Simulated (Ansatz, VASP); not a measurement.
**Hf in VASP and in Ansatz**

INCAR

```
SYSTEM = Hf
PREC     = Accurate       ! precision mode
ENCUT    = 520            ! plane-wave cutoff, eV
EDIFF    = 1E-7           ! SCF threshold, eV
ISMEAR   = -1             ! smearing method
SIGMA    = 0.05           ! smearing width, eV
LREAL    = .FALSE.        ! projectors in reciprocal space
LASPH    = .TRUE.         ! aspherical terms in the spheres
NELM     = 80             ! most SCF steps
ALGO     = Fast           ! electronic algorithm
ISIF     = 2              ! what is computed and relaxed
LWAVE    = .FALSE.        ! write WAVECAR
LCHARG   = .FALSE.        ! write CHGCAR
GGA      = CA             ! functional
NBANDS   = 17             ! bands
```

Contents of KPOINTS:

```
regular mesh
0
G
  10 10 5
  0 0 0
```

Contents of POSCAR:

```
Hf
1.0
    3.2387666662      0.0000000000      0.0000000000
   -1.6193833331      2.8048542099      0.0000000000
    0.0000000000      0.0000000000      5.1243576326
Hf
2
Direct
    0.6666666667      0.3333333333      0.7500000000
    0.3333333333      0.6666666667      0.2500000000
```

File input.yaml:

```yaml
crystal:
  lattice:
    - [3.2387666662, 0.0, 0.0]
    - [-1.6193833331, 2.8048542099, 0.0]
    - [0.0, 0.0, 5.1243576326]
  atoms:
    - { symbol: Hf, position: [0.6666666667, 0.3333333333, 0.75] }
    - { symbol: Hf, position: [0.3333333333, 0.6666666667, 0.25] }
hamiltonian:
  xc: lda
  pseudopotentials: { kind: paw }
kpoints:
  mp_grid: { grid: [10, 10, 5] }
scf:
  occupations: { method: fermi_dirac, width: 0.05 }
output:
  forces: true
  stress: true
  eigenvalues: true
```

Alike in both runs: task single point; functional LDA; k mesh 10 × 10 × 5; occupations fermi-dirac, width 0.05 eV; no spin polarisation.

|  | VASP | Ansatz |
| --- | --- | --- |
| version | VASP 6.6.1 | Ansatz 0.2.0 |
| potentials or method | VASP PAW LDA potentials, release 64 (Hf_pv) | Ansatz PAW |
| plane-wave cutoff (eV) | 520 | 420 |
| valence electrons in the cell | 20 | 52 |

|  | VASP | Ansatz | Ansatz less VASP |
| --- | --- | --- | --- |
| gap on the k mesh at the Fermi level (eV) | none | none | - |
| pressure (GPa) | -11.2 | -11.2 | +0.02 |
| traceless stress, the component that is largest in VASP (GPa) | -0.43 | -0.43 | +0.005 |

LDA's correlation is that of Perdew and Zunger in VASP and of Perdew and Wang (1992) in Ansatz. A gap of «none» marks a metal or a gap that the smearing closes. VASP's potentials hold 20 valence electrons a cell and Ansatz's 52, so a difference there can come from the potentials and not from the codes.

Neither program's run includes spin-orbit coupling.
